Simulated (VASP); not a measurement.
**MgC2: single point with BLYP**

Crystal: MgC2.

```
CELL_PARAMETERS angstrom
3.95078 0.00000 0.00000
0.00000 3.95078 0.00000
0.00000 0.00000 4.98709
ATOMIC_POSITIONS crystal
Mg 0.50000 0.50000 0.00000
Mg 0.00000 0.00000 0.50000
C 0.88765 0.88765 0.00000
C 0.61235 0.38766 0.50000
C 0.11235 0.11235 0.00000
C 0.38766 0.61235 0.50000
```

```json
{"Program": "VASP 6.6.1", "Task": "single point", "Functional": "BLYP", "Potentials or basis": "VASP PAW PBE potentials, release 64 (Mg, C)", "Cutoff": "520 eV", "k mesh": "5 × 5 × 4, shifted", "Occupations": "gaussian, width 0.01 eV", "Spin": "no spin polarisation"}
```

* Pressure: 0.8 GPa
* Largest force: 0.552 eV/Å
* Band gap on the k mesh: 2.95 eV (least direct gap 3.17 eV)

Forces on the atoms (eV/Å):
```
Mg   0.000  0.000  0.000
Mg   0.000  0.000  0.000
C    0.390  0.390  0.000
C   -0.387  0.387  0.000
C   -0.390 -0.390  0.000
C    0.387 -0.387  0.000
```

Stress tensor (GPa, compression positive):
```
0.05 0.00 0.00
0.00 0.05 0.00
0.00 0.00 2.31
```

Levels at points of the mesh, in eV from the valence-band top:
```tsv
k point	band 8	band 9	band 10	band 11	band 12	band 13
(0.00, 0.00, 0.12)	-0.23	-0.23	-0.21	2.95	5.27	5.81
```

It took 64 s on 1 thread of Intel Xeon 8259CL (shared host), peak memory 0.18 GiB.

Caveat: the PAW data sets were made with another functional, which shifts forces and pressure a little; a shifted mesh leaves out Γ, where band edges can lie. A k mesh can miss the band edges.
